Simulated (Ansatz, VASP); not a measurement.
# BaS: VASP beside Ansatz

```
CELL_PARAMETERS angstrom
0.00000 3.24391 3.20139
3.24391 0.00000 3.20139
3.24391 3.24391 0.00000
ATOMIC_POSITIONS crystal
Ba 0.00000 0.00000 0.00000
S 0.50000 0.50000 0.50000
```

Change from the starting cell: epitaxial_xy strain +1.0%.

Alike in both runs: task single point; functional r2SCAN; k mesh 8 × 8 × 8; no spin polarisation.

|  | VASP | Ansatz |
| --- | --- | --- |
| version | VASP 6.6.1 | Ansatz 0.2.0 |
| potentials or method | VASP PAW PBE potentials, release 64 (Ba_sv, S) | plane waves, PAW |
| plane-wave cutoff (eV) | 520 | 500 |
| occupations | gaussian, width 0.01 eV | fixed |
| valence electrons in the cell | 16 | 16 |

|  | VASP | Ansatz | Ansatz less VASP |
| --- | --- | --- | --- |
| gap on the k mesh at the Fermi level (eV) | 2.48 | 2.57 | +0.085 |
| pressure (GPa) | -0.1 | -0.7 | -0.52 |
| traceless stress, the component that is largest in VASP (GPa) | 0.73 | 0.67 | -0.063 |

VASP's potentials were made for PBE, not for r2SCAN.

Neither program's run includes spin-orbit coupling.
